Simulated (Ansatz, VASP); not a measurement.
## AlRu: VASP beside Ansatz

INCAR

```
SYSTEM = AlRu
  ALGO = Fast
  EDIFF = 1E-7
  ENCUT = 520
  GGA = PS
  ISIF = 2
  ISMEAR = 0
  LASPH = .True.
  LCHARG = .False.
  LREAL = .False.
  LWAVE = .False.
  NBANDS = 16
  NELM = 80
  PREC = Accurate
  SIGMA = 0.15
```

KPOINTS

```
k-points
0
Gamma
  20 20 20
  0 0 0
```

The input POSCAR:

```
AlRu
1.0
    2.9764078228      0.0000000000      0.0000000000
    0.0000000000      2.8871155881      0.0000000000
    0.0000000000      0.0000000000      2.9764078228
Al Ru
1 1
Direct
    0.0000000000      0.0000000000      0.0000000000
    0.5000000000      0.5000000000      0.5000000000
```

Input for Ansatz:

```yaml
crystal:
  lattice:
    - [2.9764078228, 0.0, 0.0]
    - [0.0, 2.8871155881, 0.0]
    - [0.0, 0.0, 2.9764078228]
  atoms:
    - { symbol: Al, position: [0.0, 0.0, 0.0] }
    - { symbol: Ru, position: [0.5, 0.5, 0.5] }
basis:
  ecutwfc: 420
kpoints:
  mp_grid: { grid: [20, 20, 20] }
hamiltonian:
  xc: pbesol
scf:
  occupations: { method: gaussian, width: 0.15 }
output:
  forces: true
  stress: true
  eigenvalues: true
```

Change from the starting cell: strain -0.0300 x Voigt [0, 1, 0, 0, 0, 0], atoms carried along.

Alike in both runs: task single point; functional PBEsol; k mesh 20 × 20 × 20; occupations gaussian, width 0.15 eV; no spin polarisation.

|  | VASP | Ansatz |
| --- | --- | --- |
| version | VASP 6.6.1 | Ansatz 0.2.0 |
| potentials or method | VASP PAW PBE potentials, release 64 (Al, Ru_pv), cutoff 520 eV | scalar-relativistic, plane waves, PAW |
| valence electrons in the cell | 17 | 19 |

Ansatz gave:

| Quantity | Value |
| --- | --- |
| gap on the k mesh at the Fermi level (eV) | none |
| pressure (GPa) | 7.2 |
| traceless stress, the component that is largest in VASP (GPa) | 4.05 |

**Question.** What did VASP give for the same quantities?

**Answer.** gap on the k mesh at the Fermi level (eV): none; pressure (GPa): 7.3; traceless stress, the component that is largest in VASP (GPa): 4.06.

VASP's potentials were made for PBE, not for PBEsol. A gap of «none» marks a metal or a gap that the smearing closes. VASP's potentials hold 17 valence electrons a cell and Ansatz's 19, so a difference there can come from the potentials and not from the codes.
